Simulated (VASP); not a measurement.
# TaSi2 (P1) in VASP: a series of runs

Runs on TaSi2. Level: PBEsol. Tasks: single point.

Program: VASP 6.6.1. These are calculated values, not measurements. Logs are shortened: lines on timing, memory, paths and dates and some standing lists are left out, and cuts for length are marked.

### 1 The cell of the first run

The typed cell holds 9 atoms: a = 4.761 Å, b = 4.761 Å, c = 6.558 Å, α = 90.00°, β = 90.00°, γ = 120.00°.

### 2 Single point, PBEsol (atom 1 (Ta) moved by -0.428 Å along [1 0 0] and -0.642 Å along [0 0 1])

File INCAR:

```
SYSTEM = TaSi2
  ALGO = Normal
  EDIFF = 1E-7
  ENCUT = 520
  GGA = PS
  ISIF = 2
  ISMEAR = 0
  LASPH = .TRUE.
  LCHARG = .TRUE.
  LELF = .TRUE.
  LREAL = .FALSE.
  LVHAR = .TRUE.
  LWAVE = .FALSE.
  NBANDS = 38
  NELM = 80
  PREC = Accurate
  SIGMA = 0.15
```

File KPOINTS:

```
k-points
0
G
  9 9 6
  0 0 0
```

File POSCAR:

```
TaSi2
1.0
    4.7613605622      0.0000000000      0.0000000000
   -2.3806802811      4.1234592035      0.0000000000
    0.0000000000      0.0000000000      6.5581204410
Ta Si
3 6
Direct
    0.4101097272      0.0000000000     -0.0978939020
    0.5000000000      0.5000000000      0.6666666667
    0.0000000000      0.5000000000      0.3333333333
    0.1592624125      0.3185248251      0.0000000000
    0.8407375875      0.1592624125      0.6666666667
    0.6814751749      0.8407375875      0.3333333333
    0.8407375875      0.6814751749      0.0000000000
    0.1592624125      0.8407375875      0.6666666667
    0.3185248251      0.1592624125      0.3333333333
```

Potentials or basis: VASP PAW PBE potentials, release 64 (Ta_pv, Si).

Command:

```
> cat potpaw_PBE.64/Ta_pv/POTCAR potpaw_PBE.64/Si/POTCAR > POTCAR
> mpirun -np 1 vasp_std > vasp.out
```

OUTCAR:

```text
SYSTEM = TaSi2
   EDIFF = 1E-7
   ENCUT = 520
   GGA = PS
   ISIF = 2
   ISMEAR = 0
   LASPH = .TRUE.
   LREAL = .FALSE.
   NELM = 80
   PREC = Accurate

 ion  position               nearest neighbor table
   1  0.410  0.000  0.902-   8 1.87   5 2.37   7 2.44   4 2.44   2 2.69   4 2.91   7 2.91   9 3.02
                             2 3.04   4 3.17   7 3.17   6 3.35   3 3.58
   2  0.500  0.500  0.667-   4 2.60   7 2.60   6 2.60   9 2.60   1 2.69   8 2.72   5 2.72   8 2.72
                             5 2.72   5 2.81   8 2.81   1 3.04   3 3.23   3 3.23
   3  0.000  0.500  0.333-   4 2.60   7 2.60   5 2.60   8 2.60   9 2.72   6 2.72   9 2.72   6 2.72
                             6 2.81   9 2.81   2 3.23   2 3.23   1 3.58
   4  0.159  0.319  0.000-   1 2.44   5 2.55   9 2.55   3 2.60   2 2.60   7 2.63   7 2.81   7 2.81
                             1 2.91   1 3.17
   5  0.841  0.159  0.667-   1 2.37   4 2.55   6 2.55   3 2.60   8 2.63   2 2.72   2 2.72   2 2.81
                             8 2.81   8 2.81
   6  0.681  0.841  0.333-   7 2.55   5 2.55   2 2.60   9 2.63   3 2.72   3 2.72   3 2.81   9 2.81
                             9 2.81   1 3.35
   7  0.841  0.681  0.000-   1 2.44   8 2.55   6 2.55   3 2.60   2 2.60   4 2.63   4 2.81   4 2.81
                             1 2.91   1 3.17
   8  0.159  0.841  0.667-   1 1.87   7 2.55   9 2.55   3 2.60   5 2.63   2 2.72   2 2.72   2 2.81
                             5 2.81   5 2.81
   9  0.319  0.159  0.333-   4 2.55   8 2.55   2 2.60   6 2.63   3 2.72   3 2.72   3 2.81   6 2.81
                             6 2.81   1 3.02

  LATTYP: Found a hexagonal cell.
 ALAT       =     4.7613605622
 C/A-ratio  =     1.3773627003

  Lattice vectors:

 A1 = (   4.7613605622,   0.0000000000,   0.0000000000)
 A2 = (  -2.3806802811,   4.1234592035,   0.0000000000)
 A3 = (   0.0000000000,   0.0000000000,   6.5581204410)

Analysis of symmetry for initial positions (statically):
=====================================================================
 Subroutine PRICEL returns:
 Original cell was already a primitive cell.

 Routine SETGRP: Setting up the symmetry group for a
 hexagonal supercell.

 Subroutine GETGRP returns: Found  1 space group operations
 (whereof  1 operations were pure point group operations)
 out of a pool of 24 trial point group operations.

The static configuration has the point symmetry C_1 .

Analysis of symmetry for dynamics (positions and initial velocities):
=====================================================================
 Subroutine PRICEL returns:
 Original cell was already a primitive cell.

 Routine SETGRP: Setting up the symmetry group for a
 hexagonal supercell.

 Subroutine GETGRP returns: Found  1 space group operations
 (whereof  1 operations were pure point group operations)
 out of a pool of 24 trial point group operations.

The dynamic configuration has the point symmetry C_1 .

 Subroutine INISYM returns: Found  1 space group operations
 (whereof  1 operations are pure point group operations),
 and found     1 'primitive' translations

----------------------------------------------------------------------------------------

                                     Primitive cell

  volume of cell :     128.7574

  direct lattice vectors                    reciprocal lattice vectors
     4.761360562  0.000000000  0.000000000     0.210024002  0.121257414  0.000000000
    -2.380680281  4.123459204  0.000000000     0.000000000  0.242514828  0.000000000
     0.000000000  0.000000000  6.558120441     0.000000000  0.000000000  0.152482713

  length of vectors
     4.761360562  4.761360562  6.558120441     0.242514828  0.242514828  0.152482713

  position of ions in fractional coordinates (direct lattice)
     0.410109727  0.000000000  0.902106098
     0.500000000  0.500000000  0.666666667
     0.000000000  0.500000000  0.333333333
     0.159262412  0.318524825  0.000000000
     0.840737588  0.159262412  0.666666667
     0.681475175  0.840737588  0.333333333
     0.840737588  0.681475175  0.000000000
     0.159262412  0.840737588  0.666666667
     0.318524825  0.159262412  0.333333333

  ion indices of the primitive-cell ions
   primitive index   ion index
                 1           1
                 2           2
                 3           3
                 4           4
                 5           5
                 6           6
                 7           7
                 8           8
                 9           9

----------------------------------------------------------------------------------------

 KPOINTS: k-points

Automatic generation of k-mesh.
 Grid dimensions read from file:
 generate k-points for:    9    9    6

 Generating k-lattice:

  Cartesian coordinates                     Fractional coordinates (reciprocal lattice)
     0.023336000  0.013473046  0.000000000     0.111111111  0.000000000  0.000000000
     0.000000000  0.026946092  0.000000000     0.000000000  0.111111111  0.000000000
     0.000000000  0.000000000  0.025413786     0.000000000  0.000000000  0.166666667

  Length of vectors
     0.026946092  0.026946092  0.025413786

  Shift w.r.t. Gamma in fractional coordinates (k-lattice)
     0.000000000  0.000000000  0.000000000

 Subroutine IBZKPT returns following result:
 ===========================================

 Found    244 irreducible k-points:

 Following reciprocal coordinates:
            Coordinates               Weight
  0.000000  0.000000  0.000000      1.000000
  0.111111  0.000000  0.000000      2.000000
  0.000000  0.111111  0.000000      2.000000
 -0.111111  0.111111  0.000000      2.000000
  0.222222 -0.000000  0.000000      2.000000
  0.000000  0.222222  0.000000      2.000000
[... 16 lines left out ...]
  0.333333  0.111111  0.000000      2.000000
 -0.111111  0.444444  0.000000      2.000000
 [... further k-points ...]
   k-points           NKPTS =    244   k-points in BZ     NKDIM =    244   number of bands    NBANDS=     38
   number of dos      NEDOS =    301   number of ions     NIONS =      9
   total plane-waves  NPLWV =  64800
   dimension x,y,z NGX =    36 NGY =   36 NGZ =   50
   dimension x,y,z NGXF=    72 NGYF=   72 NGZF=  100
   ions per type =               3   6
   NGX,Y,Z   is equivalent  to a cutoff of  12.57, 12.57, 12.67 a.u.
   NGXF,Y,Z  is equivalent  to a cutoff of  25.14, 25.14, 25.35 a.u.
 SYSTEM =  TaSi2
   PREC   = accura    normal or accurate (medium, high low for compatibility)
   ISTART =      0    job   : 0-new  1-cont  2-samecut
   ICHARG =      2    charge: 1-file 2-atom 10-const
   ISPIN  =      1    spin polarized calculation?
   LNONCOLLINEAR =      F non collinear calculations
   LSORBIT =      F    spin-orbit coupling
   LASPH  =      T    aspherical Exc in radial PAW
   ENCUT  =  520.0 eV  38.22 Ry    6.18 a.u.   8.85  8.85 12.19*2*pi/ulx,y,z
   NELM   =     80;   NELMIN=  2; NELMDL= -5     # of ELM steps
   EDIFF  = 0.1E-06   stopping-criterion for ELM
   LREAL  =      F    real-space projection
   EDIFFG = 0.1E-05   stopping-criterion for IOM
   NSW    =      0    number of steps for IOM
   IBRION =     -1    ionic relax: 0-MD 1-quasi-New 2-CG
   NFREE  =      0    steps in history (QN), initial steepest desc. (CG)
   ISIF   =      2    stress and relaxation
   ISYM   =      2    0-nonsym 1-usesym 2-fastsym
   POTIM  = 0.5000    time-step for ionic-motion
   TEBEG  =    0.0;   TEEND  =   0.0 temperature during run
   PSTRESS=    0.0 pullay stress
   NELECT =      57.0000    total number of electrons
   NUPDOWN=      -1.0000    fix difference up-down
   EMIN   =  10.00;   EMAX   =-10.00  energy-range for DOS
   EFERMI =   0.00;   METHOD = LEGACY
   ISMEAR =     0;   SIGMA  =   0.15  broadening in eV -4-tet -1-fermi 0-gaus
   EFERMI_NEDOS =   21; number of points for ismear=-14 and -15
   IALGO  =     38    algorithm
   IMIX   =      4    mixing-type and parameters
     AMIX     =   0.40;   BMIX     =  1.00
     AMIX_MAG =   1.60;   BMIX_MAG =  1.00
  volume/ion in A,a.u.               =      14.31        96.54
  Fermi-wavevector in a.u.,A,eV,Ry     =   1.247697  2.357805 21.180833  1.556747
  Thomas-Fermi vector in A             =   2.381817
   LORBIT       =      0    0 simple, 1 ext, 2 COOP (PROOUT), +10 PAW based schemes
   GGA     = PS    functional components
   LHFCALC =     F    Hartree Fock is set to
   AEXX    =    0.0000 exact exchange contribution
   IVDW    =     0    specifies the selected vdW correction
   LEPSILON=     F    determine dielectric tensor
   LRPA    =     F    only Hartree local field effects (RPA)
 non-spin polarized calculation
 Gauss-broadening in eV      SIGMA  =   0.15
  energy-cutoff  :      520.00
  volume of cell :      128.76
 maximum number of plane-waves:      3501
   NGX = 17   NGY = 17   NGZ = 25

 number of electron      57.0000000 magnetization

 Free energy of the ion-electron system (eV)
  ---------------------------------------------------
  ext. energy  EPLUGINS =         0.00000000
  ---------------------------------------------------
  free energy    TOTEN  =       -69.85724227 eV

  energy without entropy =      -69.82142615  energy(sigma->0) =      -69.83933421

 E-fermi :   9.2512     XC(G=0): -12.1384

 val. band max:        9.2464583349   @ k =   0.2222  -0.1111   0.3333
 cond. band min:       9.2580193803   @ k =   0.2222   0.2222   0.3333
 fundamental gap:      0.0115610455
 Fermi energy:         9.2511648186

 k-point     1 :       0.0000    0.0000    0.0000
  band No.  band energies     occupation
      1     -25.1554      2.00000
      2     -24.9868      2.00000
      3     -24.9371      2.00000
      4     -24.9237      2.00000
      5     -24.8519      2.00000
      6     -24.8302      2.00000
[... 30 lines left out ...]
     37      13.1086      0.00000
     38      13.5334      0.00000

 k-point     2 :       0.1111    0.0000    0.0000
  band No.  band energies     occupation
      1     -25.1564      2.00000
      2     -24.9885      2.00000
      3     -24.9393      2.00000
      4     -24.9225      2.00000
      5     -24.8553      2.00000
      6     -24.8263      2.00000
[... 30 lines left out ...]
     37      13.0558      0.00000
     38      13.4749      0.00000

 k-point     3 :       0.0000    0.1111    0.0000
  band No.  band energies     occupation
      1     -25.1621      2.00000
      2     -24.9888      2.00000
      3     -24.9434      2.00000
      4     -24.9132      2.00000
      5     -24.8524      2.00000
      6     -24.8277      2.00000
[... 30 lines left out ...]
     37      13.0279      0.00000
     38      13.2558      0.00000

 k-point     4 :      -0.1111    0.1111    0.0000
  band No.  band energies     occupation
      1     -25.1624      2.00000
      2     -24.9880      2.00000
      3     -24.9468      2.00000
      4     -24.9104      2.00000
      5     -24.8584      2.00000
      6     -24.8215      2.00000
[... 30 lines left out ...]
     37      13.0037      0.00000
     38      13.4777      0.00000
[... 703 lines left out ...]
      4     -24.9072      2.00000
      5     -24.8701      2.00000
      6     -24.8086      2.00000
[... 30 lines left out ...]
     37      13.1449      0.00000
     38      13.4011      0.00000

 k-point    23 :       0.3333    0.1111    0.0000
  band No.  band energies     occupation
      1     -25.1679      2.00000
      2     -25.0011      2.00000
      3     -24.9496      2.00000
      4     -24.9137      2.00000
      5     -24.8654      2.00000
      6     -24.8137      2.00000
[... 30 lines left out ...]
     37      13.0369      0.00000
     38      13.3989      0.00000

 k-point    24 :      -0.1111    0.4444    0.0000
  band No.  band energies     occupation
      1     -25.2006      2.00000
      2     -25.0049      2.00000
      3     -24.9555      2.00000
      4     -24.8831      2.00000
      5     -24.8575      2.00000
      6     -24.8009      2.00000
[... 30 lines left out ...]
     37      12.7663      0.00000
     38      13.1036      0.00000

 [... further k-points ...]

------------------------ aborting loop because EDIFF is reached ----------------------------------------

  FORCE on cell =-STRESS in cart. coord.  units (eV):
  Direction    XX          YY          ZZ          XY          YZ          ZX
  --------------------------------------------------------------------------------------
  -------------------------------------------------------------------------------------
  Total       13.9897761      7.9184455     32.3521489      7.1372948      9.9195764     11.4064450
  in kB      174.0801236     98.5322398    402.5701363     88.8120828    123.4330750    141.9347483
  external PRESSURE =     225.0608332 kB  Pullay stress =       0.0000000 kB

 VOLUME and BASIS-vectors are now :
 -----------------------------------------------------------------------------
  energy-cutoff  :      520.00
  volume of cell :      128.76
      direct lattice vectors                 reciprocal lattice vectors
     4.761360562  0.000000000  0.000000000     0.210024002  0.121257414  0.000000000
    -2.380680281  4.123459204  0.000000000     0.000000000  0.242514828  0.000000000
     0.000000000  0.000000000  6.558120441     0.000000000  0.000000000  0.152482713

 POSITION                                       TOTAL-FORCE (eV/Angst)
 -----------------------------------------------------------------------------------
      1.95268      0.00000      5.91612        12.666217      5.910224     21.738914
      1.19034      2.06173      4.37208        -1.252970      0.172935     -1.650883
     -1.19034      2.06173      2.18604        -0.311140      0.435056     -0.809070
     -0.00000      1.31342      0.00000        -1.948434      0.856742      0.226997
      3.62390      0.65671      4.37208         0.839490      0.767811     -1.548044
      1.24322      3.46675      2.18604        -0.608439      0.150681     -0.644149
      2.38068      2.81004      0.00000        -1.561390     -0.824945     -0.005375
     -1.24322      3.46675      4.37208        -8.346937     -7.289002    -16.457491
      1.13746      0.65671      2.18604         0.523603     -0.179501     -0.850898
 -----------------------------------------------------------------------------------
    total drift:                                0.000049      0.000050      0.000624

  FREE ENERGIE OF THE ION-ELECTRON SYSTEM (eV)
  ---------------------------------------------------
  free  energy   TOTEN  =       -69.8572422687 eV

  energy  without entropy=      -69.8214261546  energy(sigma->0) =      -69.83933421
```

Wall time 9.2 min (1 thread of Intel Xeon 6975P-C (Granite Rapids), shared host); peak memory 0.91 GiB.

Results:

```
Free energy   : -69.8572 eV
Pressure      : 22.5 GPa
Largest force : 25.845 eV/Å
```

Forces in eV/Å, atoms in the order of the input:
```
Ta   12.666   5.910  21.739
Ta   -1.253   0.173  -1.651
Ta   -0.311   0.435  -0.809
Si   -1.948   0.857   0.227
Si    0.839   0.768  -1.548
Si   -0.608   0.151  -0.644
Si   -1.561  -0.825  -0.005
Si   -8.347  -7.289 -16.457
Si    0.524  -0.180  -0.851
```

Caveat: the cell differs from its parent crystal (atom 1 (Ta) moved by -0.428 Å along [1 0 0] and -0.642 Å along [0 0 1]); the PAW data sets were made with another functional, which shifts forces and pressure a little; spin-orbit coupling is left out, which moves the levels of the heavy elements.

### 3 Single point, PBEsol (atom 1 (Ta) moved by -1.070 Å along [1 0 0] and -0.642 Å along [0 0 1])

File INCAR:

```
ALGO = Normal ; EDIFF = 1E-6
ENCUT = 520 ; GGA = PS
ISIF = 2 ; ISMEAR = 0
LASPH = True ; LCHARG = True
LELF = True ; LREAL = False
LVHAR = True ; LWAVE = False
NBANDS = 38 ; NELM = 100
PREC = Accurate ; SIGMA = 0.15
```

File KPOINTS:

```
k-points
0
Gamma
  9 9 6
```

Changes to POSCAR since step 2:

```diff
@@ -8,3 +8,3 @@
 Direct
-    0.4101097272      0.0000000000     -0.0978939020
+    0.2752743179      0.0000000000     -0.0978939020
     0.5000000000      0.5000000000      0.6666666667
```

Potentials or basis: VASP PAW PBE potentials, release 64 (Ta_pv, Si).

Command:

```
> cat potpaw_PBE.64/Ta_pv/POTCAR potpaw_PBE.64/Si/POTCAR > POTCAR
> mpirun -np 1 vasp_std > vasp.out
```

Run time: 18 min. Hardware: 1 thread of Intel Xeon Platinum 8259CL at 2.50GHz (Skylake/Cascade Lake), shared host; peak memory 0.91 GiB.

The run converged. Its results:

| Item | Value |
| --- | --- |
| Free energy | -58.0252 eV |
| Pressure | 46.8 GPa |
| Largest force | 33.445 eV/Å |

Forces in eV/Å, atoms in the order of the input:
```
Ta   20.688  11.581  22.632
Ta   -0.184   2.161  -1.774
Ta   -0.145   0.232   0.670
Si   -8.555   8.636   5.217
Si   -0.719  -0.222   0.309
Si   -0.733  -0.055  -0.503
Si   -8.694  -9.035   4.865
Si   -2.284 -13.330 -30.588
Si    0.626   0.032  -0.828
```

Stress tensor (GPa, compression positive):
```
25.38  4.00 -8.54
 4.00 42.03 21.14
-8.54 21.14 73.00
```

Levels at points of the mesh, in eV from the Fermi level:
```csv
k point,band 25,band 26,band 27,band 28,band 29,band 30,band 31,band 32,band 33,band 34
"(0.00, 0.00, 0.00)",-2.21,-1.40,-1.23,-1.02,-0.19,0.63,1.07,1.49,2.13,2.62
"(0.00, 0.00, 0.50)",-2.13,-1.54,-1.35,-0.64,0.26,0.85,0.90,1.95,2.36,2.86
```

Caveat: the cell differs from its parent crystal (atom 1 (Ta) moved by -1.070 Å along [1 0 0] and -0.642 Å along [0 0 1]); the PAW data sets were made with another functional, which shifts forces and pressure a little; spin-orbit coupling is left out, which moves the levels of the heavy elements.
